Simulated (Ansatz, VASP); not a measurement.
## SnO2 in VASP and in Ansatz

Contents of INCAR:

```
ALGO = Normal ; EDIFF = 1E-7
ENCUT = 520 ; GGA = PS
ISIF = 2 ; ISMEAR = -1
LASPH = T ; LCHARG = F
LREAL = F ; LWAVE = F
NBANDS = 20 ; NELM = 60
PREC = Accurate ; SIGMA = 0.05
```

The input KPOINTS:

```
k-points
0
Gamma
  10 10 10
```

Contents of POSCAR:

```
SnO2
1.0
    1.5952377869      0.9210109657      4.7357117578
   -1.5952377869      0.9210109657      4.7357117578
    0.0000000000     -1.8420219315      4.7357117578
Sn O
1 2
Direct
    0.5000000000      0.5000000000      0.5000000000
    0.7628300000      0.7628300000      0.7628300000
    0.2371700000      0.2371700000      0.2371700000
```

File input.yaml:

```yaml
crystal:
  lattice:
    - [1.5952377869, 0.9210109657, 4.7357117578]
    - [-1.5952377869, 0.9210109657, 4.7357117578]
    - [0.0, -1.8420219315, 4.7357117578]
  atoms:
    - { symbol: Sn, position: [0.5, 0.5, 0.5] }
    - { symbol: O, position: [0.76283, 0.76283, 0.76283] }
    - { symbol: O, position: [0.23717, 0.23717, 0.23717] }
hamiltonian:
  xc: pbesol
  pseudopotentials: { kind: paw }
kpoints:
  mp_grid: { grid: [10, 10, 10] }
scf:
  occupations: { method: fermi_dirac, width: 0.05 }
output:
  forces: true
  stress: true
  eigenvalues: true
```

Alike in both runs: task single point; functional PBEsol; k mesh 10 × 10 × 10; occupations fermi-dirac, width 0.05 eV; no spin polarisation.

|  | VASP | Ansatz |
| --- | --- | --- |
| version | VASP 6.6.1 | Ansatz 0.2.0 |
| potentials or method | VASP PAW PBE potentials, release 64 (Sn_d, O) | Ansatz PAW |
| plane-wave cutoff (eV) | 520 | 420 |
| valence electrons in the cell | 26 | 26 |

|  | VASP | Ansatz | Ansatz less VASP |
| --- | --- | --- | --- |
| gap on the k mesh at the Fermi level (eV) | 2.11 | 2.13 | +0.020 |
| least direct gap on the mesh (eV) | 2.27 | 2.28 | +0.015 |
| pressure (GPa) | 1.4 | 0.8 | -0.60 |
| traceless stress, the component that is largest in VASP (GPa) | -1.51 | -1.09 | +0.419 |
| rms of the force components (eV/Å) | 0.046 | 0.021 | -0.0248 |

VASP's potentials were made for PBE, not for PBEsol. Atom by atom the forces differ by 0.025 eV/Å (rms over components).
